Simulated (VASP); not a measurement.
# Zn (Fm-3m) in VASP: further runs

Runs on Zn. Level: PBEsol. Tasks: single point.

Program: VASP 6.6.1. These are calculated values, not measurements. Logs are shortened: lines on timing, memory, paths and dates and some standing lists are left out, and cuts for length are marked.

## (1) The cell of the first run

The structure is cubic, space group Fm-3m (No. 225). The conventional cell has a = 3.587 Å, b = 3.587 Å, c = 3.587 Å, α = 90.00°, β = 90.00°, γ = 90.00°. Zn (site symmetry m-3m) has 12 Zn at 2.54 Å within 3.3 Å.

## (2) Single point, PBEsol

INCAR

```
PREC = Accurate
ENCUT = 520
EDIFF = 1E-6
ISMEAR = -1
SIGMA = 0.05
LREAL = False
LASPH = True
NELM = 60
ALGO = Normal
ISIF = 2
LWAVE = False
LCHARG = False
GGA = PS
NBANDS = 12
```

KPOINTS

```
regular mesh
0
Gamma
  12 12 12
```

POSCAR

```
Zn
1.0
    0.0000000000      1.7936383750      1.7936383750
    1.7936383750      0.0000000000      1.7936383750
    1.7936383750      1.7936383750      0.0000000000
Zn
1
Direct
    0.0000000000      0.0000000000      0.0000000000
```

Potentials or basis: VASP PAW PBE potentials, release 64 (Zn).

Started as:

```
> cat potpaw_PBE.64/Zn/POTCAR > POTCAR
> mpirun -np 1 vasp_std > vasp.out
```

OUTCAR:

```text
PREC = Accurate
   ENCUT = 520
   EDIFF = 1E-6
   ISMEAR = -1
   LREAL = False
   LASPH = True
   NELM = 60
   ISIF = 2
   GGA = PS

 ion  position               nearest neighbor table
   1  0.000  0.000  0.000-

  LATTYP: Found a face centered cubic cell.
 ALAT       =     3.5872767500

  Lattice vectors:

 A1 = (   0.0000000000,   1.7936383750,   1.7936383750)
 A2 = (   1.7936383750,   0.0000000000,   1.7936383750)
 A3 = (   1.7936383750,   1.7936383750,   0.0000000000)

Analysis of symmetry for initial positions (statically):
=====================================================================
 Subroutine PRICEL returns:
 Original cell was already a primitive cell.

 Routine SETGRP: Setting up the symmetry group for a
 face centered cubic supercell.

 Subroutine GETGRP returns: Found 48 space group operations
 (whereof 48 operations were pure point group operations)
 out of a pool of 48 trial point group operations.

The static configuration has the point symmetry O_h .

Analysis of symmetry for dynamics (positions and initial velocities):
=====================================================================
 Subroutine PRICEL returns:
 Original cell was already a primitive cell.

 Routine SETGRP: Setting up the symmetry group for a
 face centered cubic supercell.

 Subroutine GETGRP returns: Found 48 space group operations
 (whereof 48 operations were pure point group operations)
 out of a pool of 48 trial point group operations.

The dynamic configuration has the point symmetry O_h .

 Subroutine INISYM returns: Found 48 space group operations
 (whereof 48 operations are pure point group operations),
 and found     1 'primitive' translations

----------------------------------------------------------------------------------------

                                     Primitive cell

  volume of cell :      11.5408

  direct lattice vectors                    reciprocal lattice vectors
     0.000000000  1.793638375  1.793638375    -0.278762992  0.278762992  0.278762992
     1.793638375  0.000000000  1.793638375     0.278762992 -0.278762992  0.278762992
     1.793638375  1.793638375  0.000000000     0.278762992  0.278762992 -0.278762992

  length of vectors
     2.536587716  2.536587716  2.536587716     0.482831665  0.482831665  0.482831665

  position of ions in fractional coordinates (direct lattice)
     0.000000000  0.000000000  0.000000000

  ion indices of the primitive-cell ions
   primitive index   ion index
                 1           1

----------------------------------------------------------------------------------------

 KPOINTS: regular mesh

Automatic generation of k-mesh.
 Grid dimensions read from file:
 generate k-points for:   12   12   12

 Generating k-lattice:

  Cartesian coordinates                     Fractional coordinates (reciprocal lattice)
    -0.023230249  0.023230249  0.023230249     0.083333333  0.000000000  0.000000000
     0.023230249 -0.023230249  0.023230249     0.000000000  0.083333333  0.000000000
     0.023230249  0.023230249 -0.023230249     0.000000000  0.000000000  0.083333333

  Length of vectors
     0.040235972  0.040235972  0.040235972

  Shift w.r.t. Gamma in fractional coordinates (k-lattice)
     0.000000000  0.000000000  0.000000000

 Subroutine IBZKPT returns following result:
 ===========================================

 Found     72 irreducible k-points:

 Following reciprocal coordinates:
            Coordinates               Weight
  0.000000  0.000000  0.000000      1.000000
  0.083333  0.000000  0.000000      8.000000
  0.166667  0.000000  0.000000      8.000000
  0.250000  0.000000  0.000000      8.000000
  0.333333  0.000000  0.000000      8.000000
  0.416667  0.000000  0.000000      8.000000
[... 16 lines left out ...]
  0.500000  0.166667  0.000000     24.000000
 -0.416667  0.166667  0.000000     24.000000
 [... further k-points ...]
   k-points           NKPTS =     72   k-points in BZ     NKDIM =     72   number of bands    NBANDS=     12
   number of dos      NEDOS =    301   number of ions     NIONS =      1
   total plane-waves  NPLWV =   8000
   dimension x,y,z NGX =    20 NGY =   20 NGZ =   20
   dimension x,y,z NGXF=    40 NGYF=   40 NGZF=   40
   ions per type =               1
   NGX,Y,Z   is equivalent  to a cutoff of  13.11, 13.11, 13.11 a.u.
   NGXF,Y,Z  is equivalent  to a cutoff of  26.22, 26.22, 26.22 a.u.
 SYSTEM =  unknown system
   PREC   = accura    normal or accurate (medium, high low for compatibility)
   ISTART =      0    job   : 0-new  1-cont  2-samecut
   ICHARG =      2    charge: 1-file 2-atom 10-const
   ISPIN  =      1    spin polarized calculation?
   LNONCOLLINEAR =      F non collinear calculations
   LSORBIT =      F    spin-orbit coupling
   LASPH  =      T    aspherical Exc in radial PAW
   ENCUT  =  520.0 eV  38.22 Ry    6.18 a.u.   4.72  4.72  4.72*2*pi/ulx,y,z
   NELM   =     60;   NELMIN=  2; NELMDL= -5     # of ELM steps
   EDIFF  = 0.1E-05   stopping-criterion for ELM
   LREAL  =      F    real-space projection
   EDIFFG = 0.1E-04   stopping-criterion for IOM
   NSW    =      0    number of steps for IOM
   IBRION =     -1    ionic relax: 0-MD 1-quasi-New 2-CG
   NFREE  =      0    steps in history (QN), initial steepest desc. (CG)
   ISIF   =      2    stress and relaxation
   ISYM   =      2    0-nonsym 1-usesym 2-fastsym
   POTIM  = 0.5000    time-step for ionic-motion
   TEBEG  =    0.0;   TEEND  =   0.0 temperature during run
   PSTRESS=    0.0 pullay stress
   NELECT =      12.0000    total number of electrons
   NUPDOWN=      -1.0000    fix difference up-down
   EMIN   =  10.00;   EMAX   =-10.00  energy-range for DOS
   EFERMI =   0.00;   METHOD = LEGACY
   ISMEAR =    -1;   SIGMA  =   0.05  broadening in eV -4-tet -1-fermi 0-gaus
   EFERMI_NEDOS =   21; number of points for ismear=-14 and -15
   IALGO  =     38    algorithm
   IMIX   =      4    mixing-type and parameters
     AMIX     =   0.40;   BMIX     =  1.00
     AMIX_MAG =   1.60;   BMIX_MAG =  1.00
  volume/ion in A,a.u.               =      11.54        77.88
  Fermi-wavevector in a.u.,A,eV,Ry     =   1.658531  3.134170 37.425904  2.750726
  Thomas-Fermi vector in A             =   2.746096
   LORBIT       =      0    0 simple, 1 ext, 2 COOP (PROOUT), +10 PAW based schemes
   GGA     = PS    functional components
[... 5 lines left out ...]
 non-spin polarized calculation
  energy-cutoff  :      520.00
  volume of cell :       11.54
 maximum number of plane-waves:       331
   NGX =  9   NGY =  9   NGZ =  9

 number of electron      12.0000014 magnetization

 Free energy of the ion-electron system (eV)
  ---------------------------------------------------
  ext. energy  EPLUGINS =         0.00000000
  ---------------------------------------------------
  free energy    TOTEN  =        -1.34813886 eV

  energy without entropy =       -1.34636424  energy(sigma->0) =       -1.34725155

 E-fermi :   5.3739     XC(G=0): -13.2477

 val. band max:        5.1587758689   @ k =  -0.4167   0.1667   0.0000
 cond. band min:       5.3792070660   @ k =  -0.4167   0.2500   0.0000
 fundamental gap:      0.2204311972
 Fermi energy:         5.3738795078

 k-point     1 :       0.0000    0.0000    0.0000
  band No.  band energies     occupation
      1      -7.6738      2.00000
      2      -3.3615      2.00000
      3      -3.3615      2.00000
      4      -3.3615      2.00000
      5      -2.7258      2.00000
      6      -2.7258      2.00000
      7      26.1814      0.00000
      8      27.4579      0.00000
      9      27.4579      0.00000
     10      27.4579      0.00000
     11      29.9633      0.00000
     12      29.9633      0.00000

 k-point     2 :       0.0833    0.0000    0.0000
  band No.  band energies     occupation
      1      -7.4204      2.00000
      2      -3.3938      2.00000
      3      -3.3240      2.00000
      4      -3.3240      2.00000
      5      -2.7374      2.00000
      6      -2.7374      2.00000
      7      23.2074      0.00000
      8      26.5015      0.00000
      9      26.6120      0.00000
     10      26.6120      0.00000
     11      31.2411      0.00000
     12      31.2411      0.00000

 k-point     3 :       0.1667    0.0000    0.0000
  band No.  band energies     occupation
      1      -6.6890      2.00000
      2      -3.4510      2.00000
      3      -3.2493      2.00000
      4      -3.2493      2.00000
      5      -2.7387      2.00000
      6      -2.7387      2.00000
      7      18.4652      0.00000
      8      25.4781      0.00000
      9      25.4781      0.00000
     10      26.2110      0.00000
     11      32.6026      0.00000
     12      33.2464      0.00000
[... 286 lines left out ...]
 k-point    23 :       0.5000    0.1667    0.0000
  band No.  band energies     occupation
      1      -4.3324      2.00000
      2      -3.5474      2.00000
      3      -3.1154      2.00000
      4      -3.0079      2.00000
      5      -2.2537      2.00000
      6       1.4486      2.00000
      7       6.0246      0.00000
      8      17.5476      0.00000
      9      19.9333      0.00000
     10      22.5845      0.00000
     11      32.7061      0.00000
     12      33.4606      0.00000

 k-point    24 :      -0.4167    0.1667    0.0000
  band No.  band energies     occupation
      1      -4.3066      2.00000
      2      -3.5445      2.00000
      3      -3.1428      2.00000
      4      -2.9170      2.00000
      5      -2.3430      2.00000
      6       2.1675      2.00000
      7       5.1588      1.97328
      8      16.4780      0.00000
      9      20.9552      0.00000
     10      23.1607      0.00000
     11      31.7135      0.00000
     12      32.8635      0.00000

 [... further k-points ...]
[... 5 lines left out ...]
  --------------------------------------------------------------------------------------
  -------------------------------------------------------------------------------------
  Total        2.2282304      2.2282304      2.2282304      0.0000000      0.0000000     -0.0000000
  in kB      309.3399519    309.3399519    309.3399519      0.0000000      0.0000000     -0.0000000
  external PRESSURE =     309.3399519 kB  Pullay stress =       0.0000000 kB

 VOLUME and BASIS-vectors are now :
 -----------------------------------------------------------------------------
  energy-cutoff  :      520.00
  volume of cell :       11.54
      direct lattice vectors                 reciprocal lattice vectors
     0.000000000  1.793638375  1.793638375    -0.278762992  0.278762992  0.278762992
     1.793638375  0.000000000  1.793638375     0.278762992 -0.278762992  0.278762992
     1.793638375  1.793638375  0.000000000     0.278762992  0.278762992 -0.278762992

 POSITION                                       TOTAL-FORCE (eV/Angst)
 -----------------------------------------------------------------------------------
      0.00000      0.00000      0.00000         0.000000     -0.000000      0.000000
 -----------------------------------------------------------------------------------
    total drift:                                0.000000     -0.000000      0.000000

  FREE ENERGIE OF THE ION-ELECTRON SYSTEM (eV)
  ---------------------------------------------------
  free  energy   TOTEN  =        -1.3481388633 eV

  energy  without entropy=       -1.3463642374  energy(sigma->0) =       -1.34725155
```

It took 4 s on 1 thread of Intel Xeon 6975P-C (Granite Rapids), shared host; peak memory 0.12 GiB.

Results:

```yaml
Free_energy: -1.3481 eV
Pressure: 30.9 GPa
Band_gap_on_the_k_mesh: zero (band 6 reaches 7.61 eV, above the bottom of band 7 at 4.32 eV)
```

Levels at points of the mesh, in eV from the Fermi level:
| k point | band 3 | band 4 | band 5 | band 6 | band 7 | band 8 | band 9 | band 10 |
| --- | --- | --- | --- | --- | --- | --- | --- | --- |
| (0.00, 0.00, 0.00) | -8.74 | -8.74 | -8.10 | -8.10 | 20.81 | 22.08 | 22.08 | 22.08 |
| (0.50, 0.00, 0.00) | -8.75 | -7.64 | -7.64 | -4.45 | -1.06 | 18.52 | 18.52 | 19.12 |
| (0.50, 0.50, 0.00) | -7.66 | -7.53 | -7.53 | -2.02 | 2.62 | 9.67 | 9.67 | 13.84 |

Caveat: the PAW data sets were made with another functional, which shifts forces and pressure a little.

(Continued in part 2 of 2.)
